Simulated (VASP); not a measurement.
A run of VASP 6.6.1 is set up as follows.

INCAR

```
SYSTEM = MnO2
ALGO     = Normal         ! electronic algorithm
EDIFF    = 1E-6           ! SCF threshold, eV
ENCUT    = 520            ! plane-wave cutoff, eV
GGA      = PS             ! functional
ISIF     = 2              ! what is computed and relaxed
ISMEAR   = -1             ! smearing method
ISPIN    = 2              ! spin polarisation
LASPH    = .TRUE.         ! aspherical terms in the spheres
LCHARG   = .FALSE.        ! write CHGCAR
LMAXMIX  = 4              ! l up to which the mixer works
LORBIT   = 11             ! projections on sites
LREAL    = .FALSE.        ! projectors in reciprocal space
LWAVE    = .FALSE.        ! write WAVECAR
MAGMOM   = 4 0 0          ! initial moments
NBANDS   = 24             ! bands
NELM     = 150            ! most SCF steps
PREC     = Accurate       ! precision mode
SIGMA    = 0.05           ! smearing width, eV
```

KPOINTS

```
k-points
0
G
  9 9 5
  0 0 0
```

POSCAR

```
MnO2
1.0
    2.8565781804      0.0000000000      0.0000000000
   -1.4282890902      2.4738692722      0.0000000000
    0.0000000000      0.0000000000      4.6473877995
Mn O
1 2
Direct
    0.0000000000      0.0000000000      0.5000000000
    0.3333333333      0.6666666667      0.7024987571
    0.6666666667      0.3333333333      0.2975012429
```

Potentials or basis: VASP PAW PBE potentials, release 64 (Mn_pv, O).

Run with:

```sh
$ cat potpaw_PBE.64/Mn_pv/POTCAR potpaw_PBE.64/O/POTCAR > POTCAR
$ mpirun -np 1 vasp_std > vasp.out
```

Q: What does it give for the net moment?

A: 3.00 μB per cell.

Q: What does it give for the largest force?

A: 0.084 eV/Å.

Stress tensor (GPa, compression positive):
```
-0.84  0.00  0.00
 0.00 -0.84  0.00
 0.00  0.00  1.18
```

Caveat: the PAW data sets were made with another functional, which shifts forces and pressure a little; a cell with one magnetic atom can't hold antiferromagnetic order, which such compounds often take.
